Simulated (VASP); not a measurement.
# NaCl (P-62m) in VASP: single point with PBEsol+D3(BJ)

Aim: the single point of NaCl with PBEsol+D3(BJ).

Program: VASP 6.6.1. These are calculated values, not measurements. Logs are shortened: lines on timing, memory, paths and dates and some standing lists are left out, and cuts for length are marked.

**1. The cell of the first run**

The structure is hexagonal, space group P-62m (No. 189). The conventional cell has a = 6.800 Å, b = 6.800 Å, c = 7.095 Å, α = 90.00°, β = 90.00°, γ = 120.00°. Na (site symmetry m2m) has 6 Cl at 2.87 to 2.88 Å and 6 Na at 3.90 to 3.94 Å within 4.0 Å. Na (site symmetry m2m) has 6 Cl at 2.87 to 2.89 Å and 6 Na at 3.91 to 3.96 Å within 4.0 Å. Cl (site symmetry 3) has 6 Na at 2.87 to 2.88 Å and 8 Cl at 3.54 to 3.93 Å within 4.0 Å. Within 4.0 Å of Cl (site symmetry 3m) lie 6 Na at 2.87 to 2.89 Å and 8 Cl at 3.53 to 3.93 Å.

**2. Single point, PBEsol+D3(BJ)**

INCAR

```
ALGO     = Normal         # electronic algorithm
EDIFF    = 1E-6           # SCF threshold, eV
ENCUT    = 520            # plane-wave cutoff, eV
GGA      = PS             # functional
ISIF     = 2              # what is computed and relaxed
ISMEAR   = 0              # smearing method
IVDW     = 12             # dispersion correction
LASPH    = True           # aspherical terms in the spheres
LCHARG   = True           # write CHGCAR
LELF     = True           # ELF
LREAL    = False          # projectors in reciprocal space
LVHAR    = True         
LWAVE    = False          # write WAVECAR
NBANDS   = 54             # bands
NELM     = 80             # most SCF steps
PREC     = Accurate       # precision mode
SIGMA    = 0.01           # smearing width, eV
```

KPOINTS

```
k-points
0
Gamma
  4 4 3
```

POSCAR

```
NaCl
1.0
    6.7996340000      0.0000000000      0.0000000000
   -3.3998170000      5.8886560000      0.0000000000
    0.0000000000      0.0000000000      7.0948380000
Na Cl
6 6
Direct
    0.0000000000      0.6692000000      0.5000000000
    0.3308000000      0.3308000000      0.5000000000
    0.6692000000      0.0000000000      0.5000000000
    0.0000000000      0.3365710000      0.0000000000
    0.6634290000      0.6634290000      0.0000000000
    0.3365710000      0.0000000000      0.0000000000
    0.6666666667      0.3333333333      0.2504470000
    0.6666666667      0.3333333333      0.7495530000
    0.3333333333      0.6666666667      0.7495530000
    0.3333333333      0.6666666667      0.2504470000
    0.0000000000      0.0000000000      0.7509120000
    0.0000000000      0.0000000000      0.2490880000
```

Potentials or basis: VASP PAW PBE potentials, release 64 (Na_pv, Cl).

Command:

```
$ cat potpaw_PBE.64/Na_pv/POTCAR potpaw_PBE.64/Cl/POTCAR > POTCAR
$ mpirun -np 1 vasp_std > vasp.out
```

OUTCAR:

```text
EDIFF = 1E-6
   ENCUT = 520
   GGA = PS
   ISIF = 2
   ISMEAR = 0
   IVDW = 12
   LASPH = True
   LREAL = False
   NELM = 80
   PREC = Accurate
 IVDW          = 12

 ion  position               nearest neighbor table
   1  0.000  0.669  0.500-
   2  0.331  0.331  0.500-
   3  0.669  0.000  0.500-
   4  0.000  0.337  0.000-
   5  0.663  0.663  0.000-
   6  0.337  0.000  0.000-
   7  0.667  0.333  0.250-
   8  0.667  0.333  0.750-
   9  0.333  0.667  0.750-
  10  0.333  0.667  0.250-
  11  0.000  0.000  0.751-
  12  0.000  0.000  0.249-

  LATTYP: Found a hexagonal cell.
 ALAT       =     6.7996340000
 C/A-ratio  =     1.0434146897

  Lattice vectors:

 A1 = (   6.7996340000,   0.0000000000,   0.0000000000)
 A2 = (  -3.3998170000,   5.8886560000,   0.0000000000)
 A3 = (   0.0000000000,   0.0000000000,   7.0948380000)

Analysis of symmetry for initial positions (statically):
=====================================================================
 Subroutine PRICEL returns:
 Original cell was already a primitive cell.

 Routine SETGRP: Setting up the symmetry group for a
 hexagonal supercell.

 Subroutine GETGRP returns: Found 12 space group operations
 (whereof 12 operations were pure point group operations)
 out of a pool of 24 trial point group operations.

The static configuration has the point symmetry D_3h.

Analysis of symmetry for dynamics (positions and initial velocities):
=====================================================================
 Subroutine PRICEL returns:
 Original cell was already a primitive cell.

 Routine SETGRP: Setting up the symmetry group for a
 hexagonal supercell.

 Subroutine GETGRP returns: Found 12 space group operations
 (whereof 12 operations were pure point group operations)
 out of a pool of 24 trial point group operations.

The dynamic configuration has the point symmetry D_3h.

 Subroutine INISYM returns: Found 12 space group operations
 (whereof 12 operations are pure point group operations),
 and found     1 'primitive' translations

----------------------------------------------------------------------------------------

                                     Primitive cell

  volume of cell :     284.0823

  direct lattice vectors                    reciprocal lattice vectors
     6.799634000  0.000000000  0.000000000     0.147066739  0.084909018  0.000000000
    -3.399817000  5.888656000  0.000000000     0.000000000  0.169818037  0.000000000
     0.000000000  0.000000000  7.094838000     0.000000000  0.000000000  0.140947545

  length of vectors
     6.799634000  6.799634190  7.094838000     0.169818041  0.169818037  0.140947545

  position of ions in fractional coordinates (direct lattice)
     0.000000000  0.669200000  0.500000000
     0.330800000  0.330800000  0.500000000
     0.669200000  0.000000000  0.500000000
     0.000000000  0.336571000  0.000000000
     0.663429000  0.663429000  0.000000000
     0.336571000  0.000000000  0.000000000
     0.666666667  0.333333333  0.250447000
     0.666666667  0.333333333  0.749553000
     0.333333333  0.666666667  0.749553000
     0.333333333  0.666666667  0.250447000
     0.000000000  0.000000000  0.750912000
     0.000000000  0.000000000  0.249088000

  ion indices of the primitive-cell ions
   primitive index   ion index
                 1           1
                 2           2
                 3           3
                 4           4
                 5           5
                 6           6
                 7           7
                 8           8
                 9           9
                10          10
                11          11
                12          12

----------------------------------------------------------------------------------------

 KPOINTS: k-points

Automatic generation of k-mesh.
 Grid dimensions read from file:
 generate k-points for:    4    4    3

 Generating k-lattice:

  Cartesian coordinates                     Fractional coordinates (reciprocal lattice)
     0.036766685  0.021227255  0.000000000     0.250000000  0.000000000  0.000000000
     0.000000000  0.042454509  0.000000000     0.000000000  0.250000000  0.000000000
     0.000000000  0.000000000  0.046982515     0.000000000  0.000000000  0.333333333

  Length of vectors
     0.042454510  0.042454509  0.046982515

  Shift w.r.t. Gamma in fractional coordinates (k-lattice)
     0.000000000  0.000000000  0.000000000

 Subroutine IBZKPT returns following result:
 ===========================================

 Found      8 irreducible k-points:

 Following reciprocal coordinates:
            Coordinates               Weight
  0.000000  0.000000  0.000000      1.000000
  0.250000 -0.000000  0.000000      6.000000
  0.500000 -0.000000  0.000000      3.000000
  0.250000  0.250000  0.000000      6.000000
  0.000000  0.000000  0.333333      2.000000
  0.250000 -0.000000  0.333333     12.000000
  0.500000 -0.000000  0.333333      6.000000
  0.250000  0.250000  0.333333     12.000000
   k-points           NKPTS =      8   k-points in BZ     NKDIM =      8   number of bands    NBANDS=     54
   number of dos      NEDOS =    301   number of ions     NIONS =     12
   total plane-waves  NPLWV = 157464
   dimension x,y,z NGX =    54 NGY =   54 NGZ =   54
   dimension x,y,z NGXF=   108 NGYF=  108 NGZF=  108
   ions per type =               6   6
   NGX,Y,Z   is equivalent  to a cutoff of  13.20, 13.20, 12.65 a.u.
   NGXF,Y,Z  is equivalent  to a cutoff of  26.41, 26.41, 25.31 a.u.
 SYSTEM =  unknown system
   PREC   = accura    normal or accurate (medium, high low for compatibility)
   ISTART =      0    job   : 0-new  1-cont  2-samecut
   ICHARG =      2    charge: 1-file 2-atom 10-const
   ISPIN  =      1    spin polarized calculation?
   LNONCOLLINEAR =      F non collinear calculations
   LSORBIT =      F    spin-orbit coupling
   LASPH  =      T    aspherical Exc in radial PAW
   ENCUT  =  520.0 eV  38.22 Ry    6.18 a.u.  12.64 12.64 13.19*2*pi/ulx,y,z
   NELM   =     80;   NELMIN=  2; NELMDL= -5     # of ELM steps
   EDIFF  = 0.1E-05   stopping-criterion for ELM
   LREAL  =      F    real-space projection
   EDIFFG = 0.1E-04   stopping-criterion for IOM
   NSW    =      0    number of steps for IOM
   IBRION =     -1    ionic relax: 0-MD 1-quasi-New 2-CG
   NFREE  =      0    steps in history (QN), initial steepest desc. (CG)
   ISIF   =      2    stress and relaxation
   ISYM   =      2    0-nonsym 1-usesym 2-fastsym
   POTIM  = 0.5000    time-step for ionic-motion
   TEBEG  =    0.0;   TEEND  =   0.0 temperature during run
   PSTRESS=    0.0 pullay stress
   NELECT =      84.0000    total number of electrons
   NUPDOWN=      -1.0000    fix difference up-down
   EMIN   =  10.00;   EMAX   =-10.00  energy-range for DOS
   EFERMI =   0.00;   METHOD = LEGACY
   ISMEAR =     0;   SIGMA  =   0.01  broadening in eV -4-tet -1-fermi 0-gaus
   EFERMI_NEDOS =   21; number of points for ismear=-14 and -15
   IALGO  =     38    algorithm
   IMIX   =      4    mixing-type and parameters
     AMIX     =   0.40;   BMIX     =  1.00
     AMIX_MAG =   1.60;   BMIX_MAG =  1.00
  volume/ion in A,a.u.               =      23.67       159.76
  Fermi-wavevector in a.u.,A,eV,Ry     =   1.090653  2.061035 16.184451  1.189524
  Thomas-Fermi vector in A             =   2.226882
   LORBIT       =      0    0 simple, 1 ext, 2 COOP (PROOUT), +10 PAW based schemes
   GGA     = PS    functional components
   LHFCALC =     F    Hartree Fock is set to
   AEXX    =    0.0000 exact exchange contribution
   IVDW    =    12    specifies the selected vdW correction
   LEPSILON=     F    determine dielectric tensor
   LRPA    =     F    only Hartree local field effects (RPA)
 non-spin polarized calculation
 Gauss-broadening in eV      SIGMA  =   0.01
  energy-cutoff  :      520.00
  volume of cell :      284.08
 maximum number of plane-waves:      7660
 NGX is ok and might be reduce to    54
   NGX = 25   NGY = 25   NGZ = 27

 number of electron      84.0000006 magnetization

 Free energy of the ion-electron system (eV)
  ---------------------------------------------------
  ext. energy  EPLUGINS =         0.00000000
  ---------------------------------------------------
  free energy    TOTEN  =       -41.26589508 eV

  energy without entropy =      -41.26589508  energy(sigma->0) =      -41.26589508

 E-fermi :  -0.5562     XC(G=0):  -8.0583

 val. band max:       -0.6358615615   @ k =   0.0000   0.0000   0.0000
 cond. band min:       3.5944891301   @ k =   0.0000   0.0000   0.0000
 fundamental gap:      4.2303506916
 Fermi energy:        -0.5562478687

 k-point     1 :       0.0000    0.0000    0.0000
  band No.  band energies     occupation
      1     -21.9086      2.00000
      2     -21.9084      2.00000
      3     -21.9005      2.00000
      4     -21.9003      2.00000
      5     -21.9000      2.00000
      6     -21.9000      2.00000
[... 46 lines left out ...]
     53       8.1414      0.00000
     54       8.2699      0.00000

 k-point     2 :       0.2500   -0.0000    0.0000
  band No.  band energies     occupation
      1     -21.9103      2.00000
      2     -21.9079      2.00000
      3     -21.9042      2.00000
      4     -21.9028      2.00000
      5     -21.8968      2.00000
      6     -21.8965      2.00000
[... 46 lines left out ...]
     53       8.7040      0.00000
     54       8.7659      0.00000
[... 283 lines left out ...]
     53       8.8724      0.00000
     54       8.8892      0.00000

 k-point     8 :       0.2500    0.2500    0.3333
  band No.  band energies     occupation
      1     -21.9072      2.00000
      2     -21.9071      2.00000
      3     -21.9047      2.00000
      4     -21.9046      2.00000
      5     -21.8995      2.00000
      6     -21.8981      2.00000
[... 46 lines left out ...]
     53       8.1956      0.00000
     54       8.4887      0.00000

------------------------ aborting loop because EDIFF is reached ----------------------------------------

 Edisp (eV)   -2.16890

 E8    (eV) :    -1.3923

  FORCE on cell =-STRESS in cart. coord.  units (eV):
  Direction    XX          YY          ZZ          XY          YZ          ZX
  --------------------------------------------------------------------------------------
  -------------------------------------------------------------------------------------
  Total      -4.07613    -4.07613    -4.51236     0.00000     0.00000     0.00000
  in kB     -22.98871   -22.98872   -25.44898     0.00000     0.00000     0.00000
  external pressure =      -23.81 kB  Pullay stress =        0.00 kB

 VOLUME and BASIS-vectors are now :
 -----------------------------------------------------------------------------
  energy-cutoff  :      520.00
  volume of cell :      284.08
      direct lattice vectors                 reciprocal lattice vectors
     6.799634000  0.000000000  0.000000000     0.147066739  0.084909018  0.000000000
    -3.399817000  5.888656000  0.000000000     0.000000000  0.169818037  0.000000000
     0.000000000  0.000000000  7.094838000     0.000000000  0.000000000  0.140947545

 POSITION                                       TOTAL-FORCE (eV/Angst)
 -----------------------------------------------------------------------------------
     -2.27516      3.94069      3.54742         0.008366     -0.014490     -0.000000
      1.12466      1.94797      3.54742         0.008366      0.014490      0.000000
      4.55032      0.00000      3.54742        -0.016731      0.000000     -0.000000
     -1.14428      1.98195      0.00000         0.013629     -0.023606      0.000000
      2.25554      3.90671      0.00000         0.013629      0.023606      0.000000
      2.28856      0.00000      0.00000        -0.027258      0.000000      0.000000
      3.39982      1.96289      1.77688         0.000000      0.000000     -0.002804
      3.39982      1.96289      5.31796         0.000000      0.000000      0.002804
     -0.00000      3.92577      5.31796         0.000000      0.000000      0.002804
     -0.00000      3.92577      1.77688         0.000000      0.000000     -0.002804
      0.00000      0.00000      5.32760         0.000000      0.000000     -0.006530
      0.00000      0.00000      1.76724         0.000000      0.000000      0.006530
 -----------------------------------------------------------------------------------
    total drift:                               -0.000000     -0.000000      0.000000

  FREE ENERGIE OF THE ION-ELECTRON SYSTEM (eV)
  ---------------------------------------------------
  free  energy   TOTEN  =       -43.4347998457 eV

  energy  without entropy=      -43.4347998457  energy(sigma->0) =      -43.43479985
```

It took 1.8 min on 1 thread of AMD EPYC 9R45 (Zen 5), shared host; peak memory 0.39 GiB.

Results:

```
Free energy                : -43.4348 eV
Pressure                   : -2.4 GPa
Largest force              : 0.027 eV/Å
Band gap on the k mesh     : 4.23 eV
Dispersion energy per atom : -0.181 eV
```

Forces in eV/Å, atoms in the order of the input:
```
Na   0.008 -0.014  0.000
Na   0.008  0.014  0.000
Na  -0.017  0.000  0.000
Na   0.014 -0.024  0.000
Na   0.014  0.024  0.000
Na  -0.027  0.000  0.000
Cl   0.000  0.000 -0.003
Cl   0.000  0.000  0.003
Cl   0.000  0.000  0.003
Cl   0.000  0.000 -0.003
Cl   0.000  0.000 -0.007
Cl   0.000  0.000  0.007
```

Stress tensor (GPa, compression positive):
```
-2.30  0.00  0.00
 0.00 -2.30  0.00
 0.00  0.00 -2.54
```

Caveat: three body term missing; the PAW data sets were made with another functional, which shifts forces and pressure a little.
